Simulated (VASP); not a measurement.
LiF, 2 atoms in the cell. It takes space group P4/mmm (No. 123, tetragonal). Conventional cell: a = 2.560 Å, b = 2.560 Å, c = 2.585 Å, α = 90.00°, β = 90.00°, γ = 90.00°. Li (site symmetry 4/mmm) has 8 F at 2.22 Å and 6 Li at 2.56 to 2.59 Å within 2.9 Å. Within 2.9 Å of F (site symmetry 4/mmm) lie 8 Li at 2.22 Å and 6 F at 2.56 to 2.59 Å.  This cell differs from its parent crystal: strain +0.0100 x Voigt [0, 1, 0, 0, 0, 0].

- Program: VASP 6.6.1
- Task: single point
- Functional: PBE
- Potentials or basis: VASP PAW PBE potentials, release 64 (Li_sv, F)
- Cutoff: 520 eV
- k mesh: 10 × 10 × 10
- Occupations: gaussian, width 0.05 eV
- Spin: no spin polarisation
- Dipole correction: no
- Further INCAR settings: ALGO = Normal; EDIFF = 1e-06; NBANDS = 12

Potentials or basis: VASP PAW PBE potentials, release 64 (Li_sv, F).

Launch:

```sh
$ cat potpaw_PBE.64/Li_sv/POTCAR potpaw_PBE.64/F/POTCAR > POTCAR
$ mpirun -np 1 vasp_std > vasp.out
```

Hardware: 1 thread of Intel(R) Xeon(R) Platinum 8488C (Sapphire Rapids) (shared host).

Q: How long does it take, and how much memory?

A: Run time: 11 s on 1 thread of Intel(R) Xeon(R) Platinum 8488C (Sapphire Rapids) (shared host), peak memory 0.13 GiB. Counts: scf iterations 11, k points 126.
